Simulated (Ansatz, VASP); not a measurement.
## Two plane-wave programs on TiSi3O8

```
CELL_PARAMETERS angstrom
3.00571 -3.05766 0.00000
3.00571 3.05766 0.00000
0.00000 0.00000 5.50391
ATOMIC_POSITIONS crystal
Si 0.50000 0.50000 0.24408
Si 0.00000 0.00000 0.00000
Si 0.50000 0.50000 0.75592
O 0.20094 0.20094 0.23203
O 0.79906 0.79906 0.23203
O 0.69451 0.30549 0.00000
O 0.30549 0.69451 0.00000
O 0.20094 0.20094 0.76797
O 0.79906 0.79906 0.76797
O 0.68155 0.31845 0.50000
O 0.31845 0.68155 0.50000
Ti 0.00000 0.00000 0.50000
```

Alike in both runs: task single point; functional r2SCAN; k mesh 6 × 6 × 6; no spin polarisation.

|  | VASP | Ansatz |
| --- | --- | --- |
| version | VASP 6.6.1 | Ansatz 0.2.0 |
| potentials or method | VASP PAW PBE potentials, release 64 (Si, O, Ti_sv) | plane waves, PAW |
| plane-wave cutoff (eV) | 520 | 500 |
| occupations | gaussian, width 0.01 eV | fixed |
| valence electrons in the cell | 72 | 72 |

|  | VASP | Ansatz | Ansatz less VASP |
| --- | --- | --- | --- |
| gap on the k mesh at the Fermi level (eV) | 2.25 | 2.23 | -0.022 |
| pressure (GPa) | 0.7 | 0.0 | -0.67 |
| rms of the force components (eV/Å) | 0.024 | 0.000 | -0.0240 |

VASP's potentials were made for PBE, not for r2SCAN.
